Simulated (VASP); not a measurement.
# Mg32O33 (a cell with a defect) in VASP: single point with r2SCAN

Aim: the single point of Mg32O33 (a cell with a defect) with r2SCAN.

Everything below comes from runs of VASP 6.6.1. Logs are shortened: lines on timing, memory, paths and dates and some standing lists are left out, and cuts for length are marked.

**1. The cell of the first run**

The cell holds a defect, 65 atoms: a = 8.429 Å, b = 8.429 Å, c = 8.429 Å, α = 90.00°, β = 90.00°, γ = 90.00°.

**2. Single point, r2SCAN**

POSCAR

```
Mg32O33
1.0
    8.4288080000      0.0000000000      0.0000000000
    0.0000000000      8.4288080000      0.0000000000
    0.0000000000      0.0000000000      8.4288080000
O Mg
33 32
Direct
    0.2499550000      0.9993860000      0.0004980000
    0.2499510000      0.9993900000      0.5004970000
    0.2499530000      0.4993880000      0.0005000000
    0.2016520000      0.4510970000      0.5496870000
    0.7499520000      0.9993860000      0.0004970000
    0.7499520000      0.9993870000      0.5004970000
    0.7499520000      0.4993890000      0.0004990000
    0.7499520000      0.4993870000      0.5004970000
    0.9990830000      0.2485180000      0.0028930000
    0.9915950000      0.2410300000      0.5014900000
    0.0002040000      0.7491390000      0.0004970000
    0.0014660000      0.7478760000      0.5004960000
    0.4997050000      0.2496390000      0.0004980000
    0.4984410000      0.2509000000      0.5004970000
    0.5008220000      0.7502570000      0.9981020000
    0.5083050000      0.7577400000      0.4995000000
    0.0001800000      0.9993620000      0.2507500000
    0.9990840000      0.9969750000      0.7513240000
    0.0013910000      0.4993510000      0.2519190000
    0.9916050000      0.4981370000      0.7588410000
    0.5008220000      0.0017990000      0.2496710000
    0.4997280000      0.9994120000      0.7502400000
    0.5082930000      0.5006400000      0.2421600000
    0.4985170000      0.4994260000      0.7490740000
    0.2499150000      0.2508270000      0.2519190000
    0.2487050000      0.2410420000      0.7588380000
    0.2512050000      0.7577280000      0.2421600000
    0.2499920000      0.7479510000      0.7490740000
    0.7499280000      0.2496150000      0.2507500000
    0.7475410000      0.2485180000      0.7513240000
    0.7523640000      0.7502560000      0.2496710000
    0.7499760000      0.7491630000      0.7502390000
    0.2982300000      0.5476520000      0.4513310000
    0.9991060000      0.9989110000      0.0009340000
    0.9962330000      0.9982780000      0.5011370000
    0.9961670000      0.4987110000      0.0015910000
    0.9838640000      0.4978970000      0.5018650000
    0.5008000000      0.9998670000      0.0000560000
    0.5036750000      0.0004980000      0.4998570000
    0.5037420000      0.5000640000      0.9994030000
    0.5160380000      0.5008880000      0.4991150000
    0.2492760000      0.2456000000      0.0015910000
    0.2484610000      0.2333090000      0.5018660000
    0.2506280000      0.7531760000      0.9994030000
    0.2514540000      0.7654680000      0.4991140000
    0.7494770000      0.2485410000      0.0009350000
    0.7488420000      0.2456650000      0.5011370000
    0.7504330000      0.7502350000      0.0000560000
    0.7510630000      0.7531120000      0.4998570000
    0.2506190000      0.0005140000      0.2468430000
    0.2492860000      0.9982630000      0.7541490000
    0.2511750000      0.5006100000      0.2339690000
    0.2487440000      0.4981770000      0.7670300000
    0.7503910000      0.9998250000      0.2496820000
    0.7495180000      0.9989530000      0.7513100000
    0.7510780000      0.5000550000      0.2468420000
    0.7488270000      0.4987200000      0.7541510000
    0.9992260000      0.2486590000      0.2528360000
    0.9988370000      0.2482720000      0.7515930000
    0.0023590000      0.7500460000      0.2498680000
    0.9992980000      0.7469780000      0.7511220000
    0.5006120000      0.2517920000      0.2498670000
    0.4975450000      0.2487320000      0.7511220000
    0.5010740000      0.7505100000      0.2493920000
    0.5006830000      0.7501190000      0.7481610000
```

INCAR.step1

```
  ALGO = Normal
  EDIFF = 1E-4
  ENCUT = 520
  GGA = PE
  ISMEAR = -1
  ISYM = 0
  LASPH = True
  LCHARG = False
  LREAL = Auto
  LWAVE = True
  NBANDS = 169
  NELM = 60
  PREC = Accurate
  SIGMA = 0.05
```

INCAR.step2

```
  ALGO = Normal
  EDIFF = 1E-6
  ENCUT = 520
  ISIF = 2
  ISMEAR = -1
  ISTART = 1
  ISYM = 0
  LASPH = True
  LCHARG = False
  LMIXTAU = True
  LREAL = Auto
  LWAVE = False
  METAGGA = R2SCAN
  NBANDS = 169
  NELM = 60
  PREC = Accurate
  SIGMA = 0.05
```

KPOINTS

```
Automatic mesh
0
Gamma
  1 1 1
  0.25 0.25 0.25
```

Potentials or basis: VASP PAW PBE potentials, release 64 (O, Mg).

The run is started by

```sh
> cat potpaw_PBE.64/O/POTCAR potpaw_PBE.64/Mg/POTCAR > POTCAR
> cp INCAR.step1 INCAR
> mpirun -np 1 vasp_std > vasp.out
> cp INCAR.step2 INCAR
> mpirun -np 1 vasp_std > vasp.out
```

OUTCAR:

```text
EDIFF = 1E-6
   ENCUT = 520
   ISIF = 2
   ISMEAR = -1
   ISTART = 1
   ISYM = 0
   LASPH = True
   LREAL = Auto
   METAGGA = R2SCAN
   NELM = 60
   PREC = Accurate

 ion  position               nearest neighbor table
   1  0.250  0.999  0.000-  44 2.08  42 2.08  50 2.08  51 2.08  38 2.11  34 2.11
   2  0.250  0.999  0.500-  43 1.97  45 1.97  51 2.14  50 2.14  35 2.14  39 2.14
   3  0.250  0.499  0.001-  52 1.97  53 1.97  36 2.14  42 2.14  44 2.14  40 2.14
   4  0.202  0.451  0.550-  33 1.42  53 1.92  37 1.92  43 1.92  45 2.72  41 2.72  52 2.73
   5  0.750  0.999  0.000-  48 2.10  38 2.10  34 2.10  46 2.10  54 2.10  55 2.10
   6  0.750  0.999  0.500-  49 2.08  39 2.08  47 2.08  35 2.08  55 2.11  54 2.11
   7  0.750  0.499  0.000-  40 2.08  36 2.08  56 2.08  57 2.08  48 2.11  46 2.11
   8  0.750  0.499  0.500-  37 1.97  41 1.97  57 2.14  56 2.14  47 2.14  49 2.14
   9  0.999  0.249  0.003-  46 2.10  34 2.10  58 2.11  36 2.11  42 2.11  59 2.12
  10  0.992  0.241  0.501-  35 2.05  47 2.05  58 2.10  59 2.11  43 2.17  37 2.17
[... 20 lines left out ...]
  31  0.752  0.750  0.250-  54 2.10  48 2.10  60 2.11  49 2.11  56 2.11  64 2.12
  32  0.750  0.749  0.750-  65 2.10  61 2.10  55 2.11  48 2.11  49 2.11  57 2.11
  33  0.298  0.548  0.451-   4 1.42  52 1.92  41 1.92  45 1.92  43 2.72  37 2.72  53 2.73
  34  0.999  0.999  0.001-   5 2.10   9 2.10  18 2.10  11 2.11  17 2.11   1 2.11  42 2.96  51 2.96
                            44 2.96  48 2.96  50 2.96  54 2.96  60 2.97  59 2.97  55 2.98  46 2.98
  35  0.996  0.998  0.501-  10 2.05   6 2.08  18 2.11  17 2.11  12 2.11   2 2.14  43 2.91  45 2.91
                            49 2.92  47 2.95  55 2.96  54 2.96  58 2.97  60 2.98  59 2.98  61 2.99
  36  0.996  0.499  0.002-  20 2.05   7 2.08   9 2.11  19 2.11  11 2.11   3 2.14  53 2.91  52 2.91
                            56 2.92  57 2.95  46 2.96  48 2.96  61 2.97  60 2.98  59 2.98  58 2.99
  37  0.984  0.498  0.502-   4 1.92   8 1.97  19 2.11  12 2.11  10 2.17  20 2.17  33 2.72  47 2.91
                            57 2.91  56 2.91  49 2.91  58 2.97  61 2.97  59 2.98  60 3.01  43 3.15
  38  0.501  1.000  0.000-   5 2.10  15 2.10  21 2.10  13 2.11  22 2.11   1 2.11  44 2.96  50 2.96
                            42 2.96  46 2.96  51 2.96  55 2.96  63 2.97  64 2.97  54 2.98  48 2.98
  39  0.504  0.000  0.500-  16 2.05   6 2.08  21 2.11  22 2.11  14 2.11   2 2.14  45 2.91  43 2.91
                            47 2.92  49 2.95  54 2.96  55 2.96  65 2.97  63 2.98  64 2.98  62 2.99
  40  0.504  0.500  0.999-  23 2.05   7 2.08  15 2.11  24 2.11  13 2.11   3 2.14  52 2.91  53 2.91
                            57 2.92  56 2.95  48 2.96  46 2.96  62 2.97  63 2.98  64 2.98  65 2.99
  41  0.516  0.501  0.499-  33 1.92   8 1.97  24 2.11  14 2.11  16 2.17  23 2.17   4 2.72  49 2.91
                            56 2.91  57 2.91  47 2.91  65 2.97  62 2.97  64 2.98  63 3.01  45 3.15
  42  0.249  0.246  0.002-  26 2.05   1 2.08   9 2.11  25 2.11  13 2.11   3 2.14  53 2.91  52 2.91
[... 33 lines left out ...]
  59  0.999  0.248  0.752-  20 2.11  26 2.11  10 2.11  30 2.12  18 2.12   9 2.12  55 2.97  46 2.97
                            34 2.97  43 2.98  37 2.98  53 2.98  36 2.98  42 2.98  35 2.98  47 2.98
  60  0.002  0.750  0.250-  27 2.10  17 2.10  11 2.10  31 2.11  12 2.11  19 2.11  34 2.97  50 2.97
                            44 2.97  52 2.97  45 2.97  35 2.98  36 2.98  56 2.99  49 2.99  48 2.99
  61  0.999  0.747  0.751-  20 2.10  32 2.10  11 2.10  18 2.11  12 2.11  28 2.11  48 2.97  57 2.97
                            53 2.97  36 2.97  37 2.97  49 2.98  44 2.98  51 2.99  35 2.99  34 2.99
  62  0.501  0.252  0.250-  23 2.10  29 2.10  13 2.10  21 2.11  14 2.11  25 2.11  46 2.97  56 2.97
[... 235 lines left out ...]
   METAGGA = R2SCAN    functional components
   LHFCALC =     F    Hartree Fock is set to
   AEXX    =    0.0000 exact exchange contribution
   IVDW    =     0    specifies the selected vdW correction
   LEPSILON=     F    determine dielectric tensor
   LRPA    =     F    only Hartree local field effects (RPA)
 non-spin polarized calculation
  energy-cutoff  :      520.00
  volume of cell :      598.82
 maximum number of plane-waves:     16125
 NGX is ok and might be reduce to    64
   NGX = 31   NGY = 31   NGZ = 31

 number of electron     261.9999938 magnetization

 Free energy of the ion-electron system (eV)
  ---------------------------------------------------
  ext. energy  EPLUGINS =         0.00000000
  ---------------------------------------------------
  free energy    TOTEN  =      -520.55079326 eV

  energy without entropy =     -520.55079326  energy(sigma->0) =     -520.55079326

 E-fermi :   4.5616     XC(G=0): -11.6541

 val. band max:        3.2812630287   @ k =  -0.2500  -0.2500   0.2500
 cond. band min:       9.2280431252   @ k =  -0.2500  -0.2500   0.2500
 fundamental gap:      5.9467800965
 Fermi energy:         4.5615523844

 k-point     1 :       0.2500    0.2500    0.2500
  band No.  band energies     occupation
      1     -19.6374      2.00000
      2     -15.1863      2.00000
      3     -14.8884      2.00000
      4     -14.8807      2.00000
      5     -14.7667      2.00000
      6     -14.5897      2.00000
[... 573 lines left out ...]
    142      12.3552      0.00000
    143      12.5175      0.00000
 [bands above 143 left out]

------------------------ aborting loop because EDIFF is reached ----------------------------------------

  FORCE on cell =-STRESS in cart. coord.  units (eV):
  Direction    XX          YY          ZZ          XY          YZ          ZX
  --------------------------------------------------------------------------------------
  -------------------------------------------------------------------------------------
  Total        6.2184034      6.1890542      6.4466979      3.8048225     -3.7382467     -3.7566470
  in kB       16.6376119     16.5590869     17.2484240     10.1799702    -10.0018436    -10.0510744
  external PRESSURE =      16.8150409 kB  Pullay stress =       0.0000000 kB

 VOLUME and BASIS-vectors are now :
 -----------------------------------------------------------------------------
  energy-cutoff  :      520.00
  volume of cell :      598.82
      direct lattice vectors                 reciprocal lattice vectors
     8.428808000  0.000000000  0.000000000     0.118640738  0.000000000  0.000000000
     0.000000000  8.428808000  0.000000000     0.000000000  0.118640738  0.000000000
     0.000000000  0.000000000  8.428808000     0.000000000  0.000000000  0.118640738

 POSITION                                       TOTAL-FORCE (eV/Angst)
 -----------------------------------------------------------------------------------
      2.10682      8.42363      0.00420        -0.000145     -0.003692      0.002874
      2.10679      8.42367      4.21859         0.000006     -0.004600      0.006287
      2.10681      4.20925      0.00421        -0.000127     -0.007910      0.003221
      1.69969      3.80221      4.63321        -0.209547     -0.210440      0.168381
      6.32120      8.42363      0.00419         0.000165     -0.002753      0.002127
      6.32120      8.42364      4.21859         0.000124     -0.003819      0.003735
[... 57 lines left out ...]
      4.22346      6.32590      2.10208        -0.006649     -0.006018      0.003213
      4.22016      6.32261      6.30611         0.002034      0.006319      0.000458
 -----------------------------------------------------------------------------------
    total drift:                                0.006396     -0.012832      0.004195

  FREE ENERGIE OF THE ION-ELECTRON SYSTEM (eV)
  ---------------------------------------------------
  free  energy   TOTEN  =      -520.5507932626 eV

  energy  without entropy=     -520.5507932626  energy(sigma->0) =     -520.55079326
```

Wall time 47 min (1 thread of Oxide Virtual Turin-like, shared host); peak memory 0.71 GiB.

Results:

```
Free energy            : -520.5508 eV
Pressure               : 1.7 GPa
Largest force          : 0.346 eV/Å
Band gap on the k mesh : 5.95 eV
```

Forces on the atoms (eV/Å):
```
O    0.000 -0.004  0.003
O    0.000 -0.005  0.006
O    0.000 -0.008  0.003
O   -0.210 -0.210  0.168
O    0.000 -0.003  0.002
O    0.000 -0.004  0.004
O    0.000 -0.005  0.003
O    0.000 -0.008  0.006
O   -0.002 -0.001  0.005
O   -0.018 -0.018 -0.003
O   -0.001 -0.002  0.001
O   -0.008  0.008  0.000
O    0.001 -0.005  0.003
O    0.005 -0.006  0.000
O    0.003  0.003 -0.010
O    0.017  0.016  0.002
O   -0.002 -0.002 -0.002
O    0.000 -0.002 -0.001
O   -0.006 -0.001 -0.005
O   -0.029  0.018  0.029
O    0.002  0.008 -0.002
O    0.001 -0.003  0.008
O    0.028 -0.018 -0.027
O    0.004  0.000  0.004
O    0.000 -0.005 -0.003
O    0.017 -0.028  0.028
O   -0.017  0.027 -0.028
O    0.001  0.005  0.005
O   -0.001 -0.004  0.000
O   -0.003  0.000  0.000
O    0.007  0.002 -0.002
O    0.001 -0.002  0.008
O    0.213  0.211 -0.172
Mg   0.004  0.005 -0.003
Mg  -0.003  0.008 -0.006
Mg  -0.008  0.006 -0.016
Mg   0.037 -0.011  0.020
Mg  -0.002  0.000 -0.001
Mg   0.001 -0.004  0.002
Mg   0.006  0.000  0.013
Mg  -0.037  0.011 -0.019
Mg   0.004 -0.008 -0.015
Mg  -0.010  0.039  0.020
Mg  -0.004  0.005  0.012
Mg   0.010 -0.035 -0.018
Mg   0.004  0.006 -0.004
Mg   0.005 -0.003 -0.006
Mg  -0.003  0.000 -0.001
Mg  -0.006  0.000  0.002
Mg  -0.005 -0.011 -0.005
Mg   0.005  0.016  0.009
Mg   0.019  0.019  0.036
Mg  -0.019 -0.020 -0.040
Mg  -0.001  0.002 -0.002
Mg   0.002  0.003 -0.003
Mg  -0.014 -0.001 -0.005
Mg   0.013  0.007  0.009
Mg  -0.001  0.001  0.001
Mg   0.009  0.008 -0.005
Mg   0.005  0.006 -0.006
Mg  -0.002 -0.005 -0.001
Mg   0.002  0.004 -0.005
Mg  -0.005  0.000 -0.001
Mg  -0.007 -0.006  0.003
Mg   0.002  0.006  0.000
```

Levels at points of the mesh, in eV from the valence-band top:
```csv
k point,band 127,band 128,band 129,band 130,band 131,band 132,band 133,band 134,band 135,band 136
"(0.25, 0.25, 0.25)",-0.79,-0.54,-0.54,-0.14,-0.07,6.12,6.29,7.69,7.74,7.83
```

Caveat: the PAW data sets were made with another functional, which shifts forces and pressure a little.
